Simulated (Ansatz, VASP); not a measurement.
## Two plane-wave programs on KBr

File POSCAR:

```
KBr
1.0
    5.6185814494      0.0000000000      0.0000000000
   -2.8092907247      4.8658342684      0.0000000000
    0.0000000000      0.0000000000      6.5538300027
K Br
2 2
Direct
    0.3333333333      0.6666666667     -0.0625000000
    0.6666666667      0.3333333333      0.4375000000
    0.3333333333      0.6666666667      0.4375000000
    0.6666666667      0.3333333333      0.9375000000
```

Contents of INCAR.step1:

```
SYSTEM = KBr
PREC = Accurate
ENCUT = 520
EDIFF = 1E-5
ISMEAR = 0
SIGMA = 0.01
LREAL = .FALSE.
LASPH = .TRUE.
NELM = 80
ALGO = Normal
ISIF = 2
LWAVE = .TRUE.
NBANDS = 24
GGA = PE
```

Contents of INCAR.step2:

```
SYSTEM = KBr
PREC = Accurate
ENCUT = 520
EDIFF = 1E-6
ISMEAR = 0
SIGMA = 0.01
LREAL = .FALSE.
LASPH = .TRUE.
NELM = 80
ALGO = Normal
ISIF = 2
LWAVE = .FALSE.
LCHARG = .TRUE.
GGA = PE
LHFCALC = .TRUE.
AEXX = 0.3
PRECFOCK = Normal
LELF = .TRUE.
LVHAR = .TRUE.
NBANDS = 24
ISTART = 1
```

KPOINTS

```
regular mesh
0
G
  3 3 2
  0 0 0
```

Input for Ansatz:

```yaml
crystal:
  lattice:
    - [5.6185814494, 0.0, 0.0]
    - [-2.8092907247, 4.8658342684, 0.0]
    - [0.0, 0.0, 6.5538300027]
  atoms:
    - { symbol: K, position: [0.3333333333, 0.6666666667, -0.0625] }
    - { symbol: K, position: [0.6666666667, 0.3333333333, 0.4375] }
    - { symbol: Br, position: [0.3333333333, 0.6666666667, 0.4375] }
    - { symbol: Br, position: [0.6666666667, 0.3333333333, 0.9375] }
kpoints:
  mp_grid: { grid: [3, 3, 2] }
hamiltonian:
  xc: { exchange: pbe, correlation: pbe, exx: { coeff: 0.3 } }
scf:
  occupations: { method: fixed }
  n_extra_bands: 5
output:
  forces: true
  stress: true
  eigenvalues: true
```

Alike in both runs: task single point; functional PBE-based global hybrid with a share of 0.3 of exact exchange; k mesh 3 × 3 × 2; no spin polarisation.

```csv
,VASP,Ansatz
version,VASP 6.6.1,Ansatz 0.2.0
potentials or method,"VASP PAW PBE potentials, release 64 (K_sv, Br)",plane waves
plane-wave cutoff (eV),520,420
occupations,"gaussian, width 0.01 eV",fixed
valence electrons in the cell,32,32
```

```tsv
	VASP	Ansatz	Ansatz less VASP
gap on the k mesh at the Fermi level (eV)	6.42	6.40	-0.023
pressure (GPa)	0.2	0.2	+0.04
traceless stress, the component that is largest in VASP (GPa)	0.09	0.09	+0.002
```

VASP's potentials were made for PBE, not for PBE-based global hybrid. Ansatz's warnings: stress exchange threshold loose, stress scf threshold loose.

The k mesh is coarse, so the values compare programs but aren't converged.
